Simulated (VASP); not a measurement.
# BAs (Pmmm) in VASP: notebook

Runs on BAs. Level: PBE. Tasks: single point.

Everything below comes from runs of VASP 6.6.1. Logs are shortened: lines on timing, memory, paths and dates and some standing lists are left out, and cuts for length are marked.

**1. The cell of the first run**

Symmetry: Pmmm, No. 47, orthorhombic system. The conventional cell has a = 2.128 Å, b = 3.174 Å, c = 4.951 Å, α = 90.00°, β = 90.00°, γ = 90.00°. Within 2.8 Å of B (site symmetry mmm) lie 2 B at 2.13 Å and 4 As at 2.69 Å. Within 2.8 Å of As (site symmetry mmm) lie 2 As at 2.13 Å and 4 B at 2.69 Å.

**2. Single point, PBE**

INCAR

```
SYSTEM = BAs
  PREC = Accurate
  ENCUT = 520
  EDIFF = 1E-6
  ISMEAR = 0
  SIGMA = 0.013000000000000001
  LREAL = .FALSE.
  LASPH = .TRUE.
  NELM = 100
  ALGO = Normal
  ISIF = 2
  LWAVE = .FALSE.
  LCHARG = .FALSE.
  GGA = PE
  NBANDS = 11
```

KPOINTS

```
Automatic mesh
0
G
  12 8 6
  0 0 0
```

POSCAR

```
BAs
1.0
    2.1275493300      0.0000000000      0.0000000000
    0.0000000000      3.1740629400      0.0000000000
    0.0000000000      0.0000000000      4.9509801800
B As
1 1
Direct
    0.0000000000      0.5000000000      0.0000000000
    0.5000000000      0.5000000000      0.5000000000
```

Potentials or basis: VASP PAW PBE potentials, release 64 (B, As).

Command:

```bash
$ cat potpaw_PBE.64/B/POTCAR potpaw_PBE.64/As/POTCAR > POTCAR
$ mpirun -np 1 vasp_std > vasp.out
```

OUTCAR:

```text
SYSTEM = BAs
   PREC = Accurate
   ENCUT = 520
   EDIFF = 1E-6
   ISMEAR = 0
   LREAL = .FALSE.
   LASPH = .TRUE.
   NELM = 100
   ISIF = 2
   GGA = PE

 ion  position               nearest neighbor table
   1  0.000  0.500  0.000-
   2  0.500  0.500  0.500-

  LATTYP: Found a simple orthorhombic cell.
 ALAT       =     2.1275493300
 B/A-ratio  =     1.4918868838
 C/A-ratio  =     2.3270812621

  Lattice vectors:

 A1 = (   2.1275493300,   0.0000000000,   0.0000000000)
 A2 = (   0.0000000000,   3.1740629400,   0.0000000000)
 A3 = (   0.0000000000,   0.0000000000,   4.9509801800)

Analysis of symmetry for initial positions (statically):
=====================================================================
 Subroutine PRICEL returns:
 Original cell was already a primitive cell.

 Routine SETGRP: Setting up the symmetry group for a
 simple orthorhombic supercell.

 Subroutine GETGRP returns: Found  8 space group operations
 (whereof  8 operations were pure point group operations)
 out of a pool of  8 trial point group operations.

The static configuration has the point symmetry D_2h.

Analysis of symmetry for dynamics (positions and initial velocities):
=====================================================================
 Subroutine PRICEL returns:
 Original cell was already a primitive cell.

 Routine SETGRP: Setting up the symmetry group for a
 simple orthorhombic supercell.

 Subroutine GETGRP returns: Found  8 space group operations
 (whereof  8 operations were pure point group operations)
 out of a pool of  8 trial point group operations.

The dynamic configuration has the point symmetry D_2h.

 Subroutine INISYM returns: Found  8 space group operations
 (whereof  8 operations are pure point group operations),
 and found     1 'primitive' translations

----------------------------------------------------------------------------------------

                                     Primitive cell

  volume of cell :      33.4338

  direct lattice vectors                    reciprocal lattice vectors
     2.127549330  0.000000000  0.000000000     0.470024354  0.000000000  0.000000000
     0.000000000  3.174062940  0.000000000     0.000000000  0.315053614  0.000000000
     0.000000000  0.000000000  4.950980180     0.000000000  0.000000000  0.201980207

  length of vectors
     2.127549330  3.174062940  4.950980180     0.470024354  0.315053614  0.201980207

  position of ions in fractional coordinates (direct lattice)
     0.000000000  0.500000000  0.000000000
     0.500000000  0.500000000  0.500000000

  ion indices of the primitive-cell ions
   primitive index   ion index
                 1           1
                 2           2

----------------------------------------------------------------------------------------

 KPOINTS: Automatic mesh

Automatic generation of k-mesh.
 Grid dimensions read from file:
 generate k-points for:   12    8    6

 Generating k-lattice:

  Cartesian coordinates                     Fractional coordinates (reciprocal lattice)
     0.039168696  0.000000000  0.000000000     0.083333333  0.000000000  0.000000000
     0.000000000  0.039381702  0.000000000     0.000000000  0.125000000  0.000000000
     0.000000000  0.000000000  0.033663368     0.000000000  0.000000000  0.166666667

  Length of vectors
     0.039168696  0.039381702  0.033663368

  Shift w.r.t. Gamma in fractional coordinates (k-lattice)
     0.000000000  0.000000000  0.000000000

 Subroutine IBZKPT returns following result:
 ===========================================

 Found    140 irreducible k-points:

 Following reciprocal coordinates:
            Coordinates               Weight
  0.000000  0.000000  0.000000      1.000000
  0.083333  0.000000  0.000000      2.000000
  0.166667  0.000000  0.000000      2.000000
  0.250000  0.000000  0.000000      2.000000
  0.333333  0.000000  0.000000      2.000000
  0.416667  0.000000  0.000000      2.000000
[... 16 lines left out ...]
  0.083333  0.375000  0.000000      4.000000
  0.166667  0.375000  0.000000      4.000000
 [... further k-points ...]
   k-points           NKPTS =    140   k-points in BZ     NKDIM =    140   number of bands    NBANDS=     11
   number of dos      NEDOS =    301   number of ions     NIONS =      2
   total plane-waves  NPLWV =  15360
   dimension x,y,z NGX =    16 NGY =   24 NGZ =   40
   dimension x,y,z NGXF=    32 NGYF=   48 NGZF=   80
   ions per type =               1   1
   NGX,Y,Z   is equivalent  to a cutoff of  12.50, 12.57, 13.43 a.u.
   NGXF,Y,Z  is equivalent  to a cutoff of  25.00, 25.14, 26.86 a.u.
 SYSTEM =  BAs
   PREC   = accura    normal or accurate (medium, high low for compatibility)
   ISTART =      0    job   : 0-new  1-cont  2-samecut
   ICHARG =      2    charge: 1-file 2-atom 10-const
   ISPIN  =      1    spin polarized calculation?
   LNONCOLLINEAR =      F non collinear calculations
   LSORBIT =      F    spin-orbit coupling
   LASPH  =      T    aspherical Exc in radial PAW
   ENCUT  =  520.0 eV  38.22 Ry    6.18 a.u.   3.96  5.90  9.21*2*pi/ulx,y,z
   NELM   =    100;   NELMIN=  2; NELMDL= -5     # of ELM steps
   EDIFF  = 0.1E-05   stopping-criterion for ELM
   LREAL  =      F    real-space projection
   EDIFFG = 0.1E-04   stopping-criterion for IOM
   NSW    =      0    number of steps for IOM
   IBRION =     -1    ionic relax: 0-MD 1-quasi-New 2-CG
   NFREE  =      0    steps in history (QN), initial steepest desc. (CG)
   ISIF   =      2    stress and relaxation
   ISYM   =      2    0-nonsym 1-usesym 2-fastsym
   POTIM  = 0.5000    time-step for ionic-motion
   TEBEG  =    0.0;   TEEND  =   0.0 temperature during run
   PSTRESS=    0.0 pullay stress
   NELECT =       8.0000    total number of electrons
   NUPDOWN=      -1.0000    fix difference up-down
   EMIN   =  10.00;   EMAX   =-10.00  energy-range for DOS
   EFERMI =   0.00;   METHOD = LEGACY
   ISMEAR =     0;   SIGMA  =   0.01  broadening in eV -4-tet -1-fermi 0-gaus
   EFERMI_NEDOS =   21; number of points for ismear=-14 and -15
   IALGO  =     38    algorithm
   IMIX   =      4    mixing-type and parameters
     AMIX     =   0.40;   BMIX     =  1.00
     AMIX_MAG =   1.60;   BMIX_MAG =  1.00
  volume/ion in A,a.u.               =      16.72       112.81
  Fermi-wavevector in a.u.,A,eV,Ry     =   1.016349  1.920620 14.054336  1.032965
  Thomas-Fermi vector in A             =   2.149687
   LORBIT       =      0    0 simple, 1 ext, 2 COOP (PROOUT), +10 PAW based schemes
   GGA     = PE    functional components
   LHFCALC =     F    Hartree Fock is set to
   AEXX    =    0.0000 exact exchange contribution
   IVDW    =     0    specifies the selected vdW correction
   LEPSILON=     F    determine dielectric tensor
   LRPA    =     F    only Hartree local field effects (RPA)
 non-spin polarized calculation
 Gauss-broadening in eV      SIGMA  =   0.01
  energy-cutoff  :      520.00
  volume of cell :       33.43
 maximum number of plane-waves:       928
 NGX is ok and might be reduce to    16
   NGX =  7   NGY = 11   NGZ = 19

 number of electron       8.0000000 magnetization

 Free energy of the ion-electron system (eV)
  ---------------------------------------------------
  ext. energy  EPLUGINS =         0.00000000
  ---------------------------------------------------
  free energy    TOTEN  =        -7.04706879 eV

  energy without entropy =       -7.04700922  energy(sigma->0) =       -7.04703900

 E-fermi :   4.3024     XC(G=0):  -9.9416

 val. band max:        4.2726492484   @ k =   0.4167   0.1250   0.3333
 cond. band min:       4.3124343085   @ k =   0.0000   0.2500   0.1667
 fundamental gap:      0.0397850601
 Fermi energy:         4.3024110045

 k-point     1 :       0.0000    0.0000    0.0000
  band No.  band energies     occupation
      1     -11.2639      2.00000
      2      -3.4525      2.00000
      3      -2.2658      2.00000
      4       3.4428      2.00000
      5       6.9453      0.00000
      6       9.4976      0.00000
      7       9.7767      0.00000
      8      15.5609      0.00000
      9      15.5959      0.00000
     10      15.6285      0.00000
     11      16.3229      0.00000

 k-point     2 :       0.0833    0.0000    0.0000
  band No.  band energies     occupation
      1     -11.0409      2.00000
      2      -3.2782      2.00000
      3      -2.0306      2.00000
      4       3.6801      2.00000
      5       7.1284      0.00000
      6       9.6547      0.00000
      7       9.9257      0.00000
      8      13.9956      0.00000
      9      15.7762      0.00000
     10      16.1529      0.00000
     11      16.4794      0.00000

 k-point     3 :       0.1667    0.0000    0.0000
  band No.  band energies     occupation
      1     -10.3698      2.00000
      2      -2.7574      2.00000
      3      -1.3292      2.00000
      4       4.3821      0.00000
      5       7.6627      0.00000
      6       9.8593      0.00000
      7      10.3115      0.00000
      8      11.1201      0.00000
      9      13.8539      0.00000
     10      16.4224      0.00000
     11      16.8403      0.00000

 k-point     4 :       0.2500    0.0000    0.0000
  band No.  band energies     occupation
      1      -9.2448      2.00000
      2      -1.8990      2.00000
      3      -0.1736      2.00000
      4       5.5159      0.00000
      5       7.0304      0.00000
      6       8.4927      0.00000
      7       9.7848      0.00000
      8      10.6496      0.00000
      9      12.4609      0.00000
     10      17.4990      0.00000
     11      17.6905      0.00000
[... 239 lines left out ...]
 k-point    22 :       0.0000    0.3750    0.0000
  band No.  band energies     occupation
      1     -10.3332      2.00000
      2      -2.4381      2.00000
      3      -1.5772      2.00000
      4      -1.4397      2.00000
      5       3.3258      2.00000
      6       8.5832      0.00000
      7      10.2285      0.00000
      8      15.7740      0.00000
      9      18.0291      0.00000
     10      18.3671      0.00000
     11      21.0363      0.00000

 k-point    23 :       0.0833    0.3750    0.0000
  band No.  band energies     occupation
      1     -10.1127      2.00000
      2      -2.2731      2.00000
      3      -1.3429      2.00000
      4      -1.2048      2.00000
      5       3.5265      2.00000
      6       8.8056      0.00000
      7      10.3769      0.00000
      8      14.6193      0.00000
      9      16.8624      0.00000
     10      18.5161      0.00000
     11      19.4831      0.00000

 k-point    24 :       0.1667    0.3750    0.0000
  band No.  band energies     occupation
      1      -9.4489      2.00000
      2      -1.7823      2.00000
      3      -0.6445      2.00000
      4      -0.5046      2.00000
      5       4.1172      2.00000
      6       9.4705      0.00000
      7      10.7634      0.00000
      8      11.7364      0.00000
      9      13.8125      0.00000
     10      18.9082      0.00000
     11      19.7061      0.00000

 [... further k-points ...]
[... 5 lines left out ...]
  --------------------------------------------------------------------------------------
  -------------------------------------------------------------------------------------
  Total        6.3519667     -1.2805623     -1.3064706      0.0000000      0.0000000      0.0000000
  in kB      304.3914386    -61.3655916    -62.6071412      0.0000000      0.0000000      0.0000000
  external PRESSURE =      60.1395686 kB  Pullay stress =       0.0000000 kB

 VOLUME and BASIS-vectors are now :
 -----------------------------------------------------------------------------
  energy-cutoff  :      520.00
  volume of cell :       33.43
      direct lattice vectors                 reciprocal lattice vectors
     2.127549330  0.000000000  0.000000000     0.470024354  0.000000000  0.000000000
     0.000000000  3.174062940  0.000000000     0.000000000  0.315053614  0.000000000
     0.000000000  0.000000000  4.950980180     0.000000000  0.000000000  0.201980207

 POSITION                                       TOTAL-FORCE (eV/Angst)
 -----------------------------------------------------------------------------------
      0.00000      1.58703      0.00000         0.000000      0.000000      0.000000
      1.06377      1.58703      2.47549         0.000000      0.000000      0.000000
 -----------------------------------------------------------------------------------
    total drift:                                0.000000      0.000000      0.000000

  FREE ENERGIE OF THE ION-ELECTRON SYSTEM (eV)
  ---------------------------------------------------
  free  energy   TOTEN  =        -7.0470687881 eV

  energy  without entropy=       -7.0470092180  energy(sigma->0) =       -7.04703900
```

Run time: 26 s. Hardware: 1 thread of Intel Xeon 8259CL, shared host; peak memory 0.18 GiB.

Results:

```yaml
Free_energy: -7.0471 eV
Pressure: 6.0 GPa
Band_gap_on_the_k_mesh: zero (bands 4 and 5 overlap by 4.04 eV)
```

Caveat: the stress differs along the axes, from -6 to 30 GPa; this functional lacks dispersion, which binds layers or chains, so the pressure and a relaxed spacing across them are unreliable.

**3. Single point, PBE**

INCAR

```
PREC = Accurate ; ENCUT = 520
EDIFF = 1E-6 ; ISMEAR = 0
SIGMA = 0.014 ; LREAL = F
LASPH = T ; NELM = 60
ALGO = Normal ; ISIF = 2
LWAVE = F ; LCHARG = T
GGA = PE ; LELF = T
LVHAR = T ; NBANDS = 11
```

KPOINTS

```
Automatic mesh
0
Gamma
  12 8 6
```

POSCAR is that of step 2.

Potentials or basis: VASP PAW PBE potentials, release 64 (B, As).

Command:

```bash
$ cat potpaw_PBE.64/B/POTCAR potpaw_PBE.64/As/POTCAR > POTCAR
$ mpirun -np 1 vasp_std > vasp.out
```

Wall time 33 s (1 thread of Intel Xeon 8259CL, shared host); peak memory 0.18 GiB.

Results (log left out):

* Free energy: -7.0471 eV
* Pressure: 6.0 GPa
* Band gap on the k mesh: zero (bands 4 and 5 overlap by 4.04 eV)

Stress tensor (GPa, compression positive):
```
30.44  0.00  0.00
 0.00 -6.14  0.00
 0.00  0.00 -6.27
```

Levels at points of the mesh, in eV from the Fermi level:
```tsv
k point	band 2	band 3	band 4	band 5	band 6	band 7
(0.00, 0.00, 0.00)	-7.75	-6.57	-0.86	2.64	5.20	5.48
(0.50, 0.00, 0.00)	-7.03	-2.17	-0.59	1.37	1.45	5.56
(0.00, 0.50, 0.00)	-6.51	-6.46	-5.57	-1.54	3.68	5.99
(0.50, 0.50, 0.00)	-5.69	-1.38	0.50	0.71	2.01	2.13
(0.00, 0.00, 0.50)	-9.90	-0.96	-0.47	-0.43	1.69	5.67
(0.50, 0.00, 0.50)	-6.55	-3.92	-1.94	4.00	4.37	5.65
(0.00, 0.50, 0.50)	-8.63	-6.11	-2.99	0.06	0.33	7.86
(0.50, 0.50, 0.50)	-5.07	-3.20	-0.57	0.62	2.49	4.47
```

Caveat: the stress differs along the axes, from -6 to 30 GPa; this functional lacks dispersion, which binds layers or chains, so the pressure and a relaxed spacing across them are unreliable.

The gap in the log of VASP goes by the Fermi energy; the results here count the filled bands.